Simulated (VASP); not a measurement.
# Sn (Fd-3m) in VASP: further runs

Sn is run at these levels: LDA; tasks: single point.

Everything below comes from runs of VASP 6.6.1. Logs are shortened: lines on timing, memory, paths and dates and some standing lists are left out, and cuts for length are marked.

## Step 1: The cell of the first run

Symmetry: Fd-3m, No. 227, cubic system. Conventional cell: a = 6.561 Å, b = 6.561 Å, c = 6.561 Å, α = 90.00°, β = 90.00°, γ = 90.00°. Within 3.7 Å of Sn (site symmetry -43m) lie 4 Sn at 2.84 Å.

This isn't the form of Sn at room conditions, which is tetragonal (white tin).

## Step 2: Single point, LDA (35.31 Å³/atom)

Contents of INCAR:

```
SYSTEM = Sn
PREC = Accurate ; ENCUT = 520
EDIFF = 1E-7 ; ISMEAR = -1
SIGMA = 0.1 ; LREAL = .False.
LASPH = .True. ; NELM = 100
ALGO = Normal ; ISIF = 2
LWAVE = .False. ; LCHARG = .True.
LELF = .True. ; LVHAR = .True.
NBANDS = 21
```

Contents of KPOINTS:

```
regular mesh
0
Gamma
  14 14 14
  0 0 0
```

Contents of POSCAR:

```
Sn
1.0
    0.0000000000      3.2806911642      3.2806911642
    3.2806911642      0.0000000000      3.2806911642
    3.2806911642      3.2806911642      0.0000000000
Sn
2
Direct
    0.5000000000      0.5000000000      0.5000000000
    0.7500000000      0.7500000000      0.7500000000
```

Potentials or basis: VASP PAW LDA potentials, release 64 (Sn_d).

Run with:

```bash
cat potpaw_LDA.64/Sn_d/POTCAR > POTCAR
mpirun -np 1 vasp_std > vasp.out
```

OUTCAR:

```text
SYSTEM = Sn
   PREC = Accurate
   ENCUT = 520
   EDIFF = 1E-7
   ISMEAR = -1
   LREAL = .False.
   LASPH = .True.
   NELM = 100
   ISIF = 2

 ion  position               nearest neighbor table
   1  0.500  0.500  0.500-   2 2.84   2 2.84   2 2.84   2 2.84
   2  0.750  0.750  0.750-   1 2.84   1 2.84   1 2.84   1 2.84

  LATTYP: Found a face centered cubic cell.
 ALAT       =     6.5613823284

  Lattice vectors:

 A1 = (   0.0000000000,   3.2806911642,   3.2806911642)
 A2 = (   3.2806911642,   0.0000000000,   3.2806911642)
 A3 = (   3.2806911642,   3.2806911642,   0.0000000000)

Analysis of symmetry for initial positions (statically):
=====================================================================
 Subroutine PRICEL returns:
 Original cell was already a primitive cell.

 Routine SETGRP: Setting up the symmetry group for a
 face centered cubic supercell.

 Subroutine GETGRP returns: Found 48 space group operations
 (whereof 24 operations were pure point group operations)
 out of a pool of 48 trial point group operations.

The static configuration has the point symmetry T_d .
 The point group associated with its full space group is O_h .

Analysis of symmetry for dynamics (positions and initial velocities):
=====================================================================
 Subroutine PRICEL returns:
 Original cell was already a primitive cell.

 Routine SETGRP: Setting up the symmetry group for a
 face centered cubic supercell.

 Subroutine GETGRP returns: Found 48 space group operations
 (whereof 24 operations were pure point group operations)
 out of a pool of 48 trial point group operations.

The dynamic configuration has the point symmetry T_d .
 The point group associated with its full space group is O_h .

 Subroutine INISYM returns: Found 48 space group operations
 (whereof 24 operations are pure point group operations),
 and found     1 'primitive' translations

----------------------------------------------------------------------------------------

                                     Primitive cell

  volume of cell :      70.6197

  direct lattice vectors                    reciprocal lattice vectors
     0.000000000  3.280691164  3.280691164    -0.152406909  0.152406909  0.152406909
     3.280691164  0.000000000  3.280691164     0.152406909 -0.152406909  0.152406909
     3.280691164  3.280691164  0.000000000     0.152406909  0.152406909 -0.152406909

  length of vectors
     4.639597938  4.639597938  4.639597938     0.263976510  0.263976510  0.263976510

  position of ions in fractional coordinates (direct lattice)
     0.500000000  0.500000000  0.500000000
     0.750000000  0.750000000  0.750000000

  ion indices of the primitive-cell ions
   primitive index   ion index
                 1           1
                 2           2

----------------------------------------------------------------------------------------

 KPOINTS: regular mesh

Automatic generation of k-mesh.
 Grid dimensions read from file:
 generate k-points for:   14   14   14

 Generating k-lattice:

  Cartesian coordinates                     Fractional coordinates (reciprocal lattice)
    -0.010886208  0.010886208  0.010886208     0.071428571  0.000000000  0.000000000
     0.010886208 -0.010886208  0.010886208     0.000000000  0.071428571  0.000000000
     0.010886208  0.010886208 -0.010886208     0.000000000  0.000000000  0.071428571

  Length of vectors
     0.018855465  0.018855465  0.018855465

  Shift w.r.t. Gamma in fractional coordinates (k-lattice)
     0.000000000  0.000000000  0.000000000

 Subroutine IBZKPT returns following result:
 ===========================================

 Found    104 irreducible k-points:

 Following reciprocal coordinates:
            Coordinates               Weight
  0.000000  0.000000  0.000000      1.000000
  0.071429  0.000000  0.000000      8.000000
  0.142857  0.000000  0.000000      8.000000
  0.214286  0.000000  0.000000      8.000000
  0.285714  0.000000  0.000000      8.000000
  0.357143  0.000000  0.000000      8.000000
[... 16 lines left out ...]
  0.214286  0.142857  0.000000     24.000000
  0.285714  0.142857  0.000000     24.000000
 [... further k-points ...]
   k-points           NKPTS =    104   k-points in BZ     NKDIM =    104   number of bands    NBANDS=     21
   number of dos      NEDOS =    301   number of ions     NIONS =      2
   total plane-waves  NPLWV =  46656
   dimension x,y,z NGX =    36 NGY =   36 NGZ =   36
   dimension x,y,z NGXF=    72 NGYF=   72 NGZF=   72
   ions per type =               2
   NGX,Y,Z   is equivalent  to a cutoff of  12.90, 12.90, 12.90 a.u.
   NGXF,Y,Z  is equivalent  to a cutoff of  25.80, 25.80, 25.80 a.u.
 SYSTEM =  Sn
   PREC   = accura    normal or accurate (medium, high low for compatibility)
   ISTART =      0    job   : 0-new  1-cont  2-samecut
   ICHARG =      2    charge: 1-file 2-atom 10-const
   ISPIN  =      1    spin polarized calculation?
   LNONCOLLINEAR =      F non collinear calculations
   LSORBIT =      F    spin-orbit coupling
   LASPH  =      T    aspherical Exc in radial PAW
   ENCUT  =  520.0 eV  38.22 Ry    6.18 a.u.   8.63  8.63  8.63*2*pi/ulx,y,z
   NELM   =    100;   NELMIN=  2; NELMDL= -5     # of ELM steps
   EDIFF  = 0.1E-06   stopping-criterion for ELM
   LREAL  =      F    real-space projection
   EDIFFG = 0.1E-05   stopping-criterion for IOM
   NSW    =      0    number of steps for IOM
   IBRION =     -1    ionic relax: 0-MD 1-quasi-New 2-CG
   NFREE  =      0    steps in history (QN), initial steepest desc. (CG)
   ISIF   =      2    stress and relaxation
   ISYM   =      2    0-nonsym 1-usesym 2-fastsym
   POTIM  = 0.5000    time-step for ionic-motion
   TEBEG  =    0.0;   TEEND  =   0.0 temperature during run
   PSTRESS=    0.0 pullay stress
   NELECT =      28.0000    total number of electrons
   NUPDOWN=      -1.0000    fix difference up-down
   EMIN   =  10.00;   EMAX   =-10.00  energy-range for DOS
   EFERMI =   0.00;   METHOD = LEGACY
   ISMEAR =    -1;   SIGMA  =   0.10  broadening in eV -4-tet -1-fermi 0-gaus
   EFERMI_NEDOS =   21; number of points for ismear=-14 and -15
   IALGO  =     38    algorithm
   IMIX   =      4    mixing-type and parameters
     AMIX     =   0.40;   BMIX     =  1.00
     AMIX_MAG =   1.60;   BMIX_MAG =  1.00
  volume/ion in A,a.u.               =      35.31       238.28
  Fermi-wavevector in a.u.,A,eV,Ry     =   1.202686  2.272746 19.680188  1.446453
  Thomas-Fermi vector in A             =   2.338460
   LORBIT       =      0    0 simple, 1 ext, 2 COOP (PROOUT), +10 PAW based schemes
   GGA     = CA    functional components
   LHFCALC =     F    Hartree Fock is set to
   AEXX    =    0.0000 exact exchange contribution
   IVDW    =     0    specifies the selected vdW correction
   LEPSILON=     F    determine dielectric tensor
   LRPA    =     F    only Hartree local field effects (RPA)
 non-spin polarized calculation
  energy-cutoff  :      520.00
  volume of cell :       70.62
 maximum number of plane-waves:      1924
   NGX = 17   NGY = 17   NGZ = 17

 number of electron      27.9999984 magnetization

 Free energy of the ion-electron system (eV)
  ---------------------------------------------------
  ext. energy  EPLUGINS =         0.00000000
  ---------------------------------------------------
  free energy    TOTEN  =        -8.93144595 eV

  energy without entropy =       -8.92577201  energy(sigma->0) =       -8.92860898

 E-fermi :   5.0317     XC(G=0):  -9.0531

 val. band max:        5.0064976153   @ k =   0.0714   0.0000   0.0000
 cond. band min:       5.1076489056   @ k =   0.0000   0.0000   0.0000
 fundamental gap:      0.1011512903
 Fermi energy:         5.0316657750

 k-point     1 :       0.0000    0.0000    0.0000
  band No.  band energies     occupation
      1     -16.5299      2.00000
      2     -16.5299      2.00000
      3     -16.5299      2.00000
      4     -16.4728      2.00000
      5     -16.4728      2.00000
      6     -16.1870      2.00000
[... 13 lines left out ...]
     20      12.9799      0.00000
     21      12.9799      0.00000

 k-point     2 :       0.0714    0.0000    0.0000
  band No.  band energies     occupation
      1     -16.5337      2.00000
      2     -16.5337      2.00000
      3     -16.5287      2.00000
      4     -16.4676      2.00000
      5     -16.4676      2.00000
      6     -16.1981      2.00000
[... 13 lines left out ...]
     20      12.4531      0.00000
     21      12.4531      0.00000

 k-point     3 :       0.1429    0.0000    0.0000
  band No.  band energies     occupation
      1     -16.5418      2.00000
      2     -16.5418      2.00000
      3     -16.5253      2.00000
      4     -16.4557      2.00000
      5     -16.4557      2.00000
      6     -16.2116      2.00000
[... 13 lines left out ...]
     20      12.0116      0.00000
     21      12.0116      0.00000

 k-point     4 :       0.2143    0.0000    0.0000
  band No.  band energies     occupation
      1     -16.5499      2.00000
      2     -16.5499      2.00000
      3     -16.5204      2.00000
      4     -16.4425      2.00000
      5     -16.4425      2.00000
      6     -16.2237      2.00000
[... 13 lines left out ...]
     20      11.8426      0.00000
     21      11.8426      0.00000

 k-point     5 :       0.2857    0.0000    0.0000
  band No.  band energies     occupation
      1     -16.5563      2.00000
      2     -16.5562      2.00000
      3     -16.5147      2.00000
      4     -16.4311      2.00000
      5     -16.4311      2.00000
      6     -16.2332      2.00000
[... 13 lines left out ...]
     20      12.0100      0.00000
     21      12.0100      0.00000
[... 382 lines left out ...]
     20      11.8853      0.00000
     21      12.2124      0.00000

 k-point    22 :       0.1429    0.1429    0.0000
  band No.  band energies     occupation
      1     -16.5401      2.00000
      2     -16.5401      2.00000
      3     -16.5369      2.00000
      4     -16.4580      2.00000
      5     -16.4370      2.00000
      6     -16.2457      2.00000
[... 13 lines left out ...]
     20      11.0642      0.00000
     21      13.2032      0.00000

 k-point    23 :       0.2143    0.1429    0.0000
  band No.  band energies     occupation
      1     -16.5506      2.00000
      2     -16.5461      2.00000
      3     -16.5304      2.00000
      4     -16.4483      2.00000
      5     -16.4215      2.00000
      6     -16.2632      2.00000
[... 13 lines left out ...]
     20      11.6729      0.00000
     21      13.0218      0.00000

 k-point    24 :       0.2857    0.1429    0.0000
  band No.  band energies     occupation
      1     -16.5617      2.00000
      2     -16.5528      2.00000
      3     -16.5193      2.00000
      4     -16.4362      2.00000
      5     -16.4073      2.00000
      6     -16.2769      2.00000
[... 13 lines left out ...]
     20      12.2026      0.00000
     21      12.9819      0.00000

 [... further k-points ...]

------------------------ aborting loop because EDIFF is reached ----------------------------------------

  FORCE on cell =-STRESS in cart. coord.  units (eV):
  Direction    XX          YY          ZZ          XY          YZ          ZX
  --------------------------------------------------------------------------------------
  -------------------------------------------------------------------------------------
  Total       -0.7240618     -0.7240618     -0.7240618      0.0000000      0.0000000     -0.0000000
  in kB      -16.4270721    -16.4270721    -16.4270721      0.0000000      0.0000000     -0.0000000
  external PRESSURE =     -16.4270721 kB  Pullay stress =       0.0000000 kB

 VOLUME and BASIS-vectors are now :
 -----------------------------------------------------------------------------
  energy-cutoff  :      520.00
  volume of cell :       70.62
      direct lattice vectors                 reciprocal lattice vectors
     0.000000000  3.280691164  3.280691164    -0.152406909  0.152406909  0.152406909
     3.280691164  0.000000000  3.280691164     0.152406909 -0.152406909  0.152406909
     3.280691164  3.280691164  0.000000000     0.152406909  0.152406909 -0.152406909

 POSITION                                       TOTAL-FORCE (eV/Angst)
 -----------------------------------------------------------------------------------
      3.28069      3.28069      3.28069        -0.000000     -0.000000     -0.000000
      4.92104      4.92104      4.92104         0.000000      0.000000      0.000000
 -----------------------------------------------------------------------------------
    total drift:                                0.000000      0.000000      0.000000

  FREE ENERGIE OF THE ION-ELECTRON SYSTEM (eV)
  ---------------------------------------------------
  free  energy   TOTEN  =        -8.9314459535 eV

  energy  without entropy=       -8.9257720062  energy(sigma->0) =       -8.92860898
```

It took 50 s on 1 thread of Intel Xeon 6975P-C (Granite Rapids), shared host; peak memory 0.25 GiB.

What came out:

- Free energy: -8.9314 eV
- Pressure: -1.6 GPa
- Band gap on the k mesh: zero (bands 14 and 15 overlap by 0.25 eV)

Levels at points of the mesh, in eV from the Fermi level:
```
           k point  band 11  band 12  band 13  band 14  band 15  band 16  band 17  band 18
(0.00, 0.00, 0.00)   -10.44    -1.03     0.08     0.08     0.08     2.13     2.13     2.13
(0.50, 0.00, 0.00)    -8.89    -6.23    -1.08    -1.08    -0.17     3.19     3.19     5.54
(0.50, 0.50, 0.00)    -7.46    -7.46    -2.37    -2.37     0.79     0.79     7.43     7.43
```

Caveat: spin-orbit coupling is left out, which moves the levels of the heavy elements.

## Step 3: Single point, LDA

This run uses another cell than the first one, of 33.95 Å³/atom.

Contents of INCAR:

```
SYSTEM = Sn
ALGO = Normal
EDIFF = 1E-6
ENCUT = 520
ISIF = 2
ISMEAR = 1
LASPH = .TRUE.
LCHARG = .TRUE.
LELF = .TRUE.
LREAL = .FALSE.
LVHAR = .TRUE.
LWAVE = .FALSE.
NBANDS = 21
NELM = 60
PREC = Accurate
SIGMA = 0.03
```

Contents of KPOINTS:

```
k-points
0
G
  9 9 9
  0 0 0
```

Contents of POSCAR:

```
Sn
1.0
    0.0000000000      3.2380799619      3.2380799619
    3.2380799619      0.0000000000      3.2380799619
    3.2380799619      3.2380799619      0.0000000000
Sn
2
Direct
    0.5000000000      0.5000000000      0.5000000000
    0.7500000000      0.7500000000      0.7500000000
```

Potentials or basis: VASP PAW LDA potentials, release 64 (Sn_d).

Run with:

```bash
cat potpaw_LDA.64/Sn_d/POTCAR > POTCAR
mpirun -np 1 vasp_std > vasp.out
```

It took 31 s on 1 thread of Intel Xeon Platinum 8259CL at 2.50GHz (Skylake/Cascade Lake), shared host; peak memory 0.19 GiB.

Results (log left out):

```
Free energy            : -8.9374 eV
Pressure               : -0.1 GPa
Band gap on the k mesh : zero (bands 14 and 15 overlap by 0.16 eV)
```

Levels at points of the mesh, in eV from the Fermi level:
| k point | band 10 | band 11 | band 12 | band 13 | band 14 | band 15 | band 16 | band 17 | band 18 | band 19 |
| --- | --- | --- | --- | --- | --- | --- | --- | --- | --- | --- |
| (0.00, 0.00, 0.00) | -21.16 | -10.61 | -0.67 | 0.17 | 0.17 | 0.17 | 2.23 | 2.23 | 2.23 | 4.94 |

Caveat: spin-orbit coupling is left out, which moves the levels of the heavy elements.

## Step 4: Single point, LDA

This run uses another cell than the first one, of 33.95 Å³/atom.

Contents of INCAR:

```
  PREC = Accurate
  ENCUT = 520
  EDIFF = 1E-6
  ISMEAR = 1
  SIGMA = 0.1
  LREAL = False
  LASPH = True
  NELM = 100
  ALGO = Normal
  ISIF = 2
  LWAVE = False
  LCHARG = False
  GGA = CA
  NBANDS = 21
```

Contents of KPOINTS:

```
regular mesh
0
Gamma
  9 9 9
```

POSCAR is that of step 3.

Run with:

```bash
cat potpaw_LDA.64/Sn_d/POTCAR > POTCAR
mpirun -np 1 vasp_std > vasp.out
```

Run time: 29 s. Hardware: 1 thread of Intel Xeon Platinum 8259CL at 2.50GHz (Skylake/Cascade Lake), shared host; peak memory 0.19 GiB.

It converged, with:

```
Free energy            : -8.9373 eV
Pressure               : -0.1 GPa
Band gap on the k mesh : zero (bands 14 and 15 overlap by 0.16 eV)
```

Levels at points of the mesh, in eV from the Fermi level:
```csv
k point,band 12,band 13,band 14,band 15,band 16,band 17
"(0.00, 0.00, 0.00)",-0.67,0.17,0.17,0.17,2.23,2.23
```

Caveat: spin-orbit coupling is left out, which moves the levels of the heavy elements.

## Step 5: Single point, LDA

This run uses another cell than the first one, of 33.95 Å³/atom.

Contents of INCAR:

```
SYSTEM = Sn
ALGO = Normal ; EDIFF = 1E-6
ENCUT = 520 ; GGA = CA
ISIF = 2 ; ISMEAR = 1
LASPH = .TRUE. ; LCHARG = .FALSE.
LREAL = .FALSE. ; LWAVE = .FALSE.
NBANDS = 21 ; NELM = 80
PREC = Accurate ; SIGMA = 0.2
```

Contents of KPOINTS:

```
k-points
0
G
  9 9 9
  0 0 0
```

POSCAR is that of step 4.

Run with:

```bash
cat potpaw_LDA.64/Sn_d/POTCAR > POTCAR
mpirun -np 1 vasp_std > vasp.out
```

Wall time 31 s (1 thread of Intel Xeon Platinum 8259CL at 2.50GHz (Skylake/Cascade Lake), shared host); peak memory 0.19 GiB.

The run converged. Its results:

| Property | Result |
| --- | --- |
| Free energy | -8.9376 eV |
| Pressure | 0.0 GPa |
| Band gap on the k mesh | zero (bands 14 and 15 overlap by 0.16 eV) |

Levels at points of the mesh, in eV from the Fermi level:
```csv
k point,band 12,band 13,band 14,band 15,band 16,band 17
"(0.00, 0.00, 0.00)",-0.70,0.14,0.14,0.14,2.20,2.20
```

Caveat: spin-orbit coupling is left out, which moves the levels of the heavy elements.

[end of part 1 of 2]
